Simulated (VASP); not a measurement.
**GaN: single point with PBEsol**

GaN:

```xyz
2
Lattice="0.0000 2.0057 2.0057 2.0057 0.0000 2.0057 2.0057 2.0057 0.0000" Properties=species:S:1:pos:R:3 pbc="T T T"
Ga    2.0057    2.0057    2.0057
N     0.0000    0.0000    0.0000
```

This cell differs from its parent crystal: volume scaled by 1.02.

```yaml
Program: VASP 6.6.1
Task: single point
Functional: PBEsol
Potentials_or_basis: VASP PAW PBE potentials, release 64 (Ga_d, N)
Cutoff: 520 eV
k_mesh: 13 × 13 × 13
Occupations: fermi-dirac, width 0.02 eV
Spin: no spin polarisation
Dipole_correction: no
Further_INCAR_settings: ALGO = Normal; EDIFF = 1e-07; NBANDS = 16
```

The pressure is 50.4 GPa and the band gap on the k mesh is 1.67 eV, indirect (least direct gap 4.92 eV).

Levels at points of the mesh, in eV from the valence-band top:
```
           k point  band 6  band 7  band 8  band 9  band 10  band 11  band 12  band 13
(0.00, 0.00, 0.00)  -13.80   -0.73   -0.73   -0.73     4.19    15.57    15.57    15.57
```

Run time: 37 s on 1 thread of Intel Xeon 6975P-C, with other jobs on the host, peak memory 0.15 GiB.

Caveat: the PAW data sets were made with another functional, which shifts forces and pressure a little. A k mesh can miss the band edges.
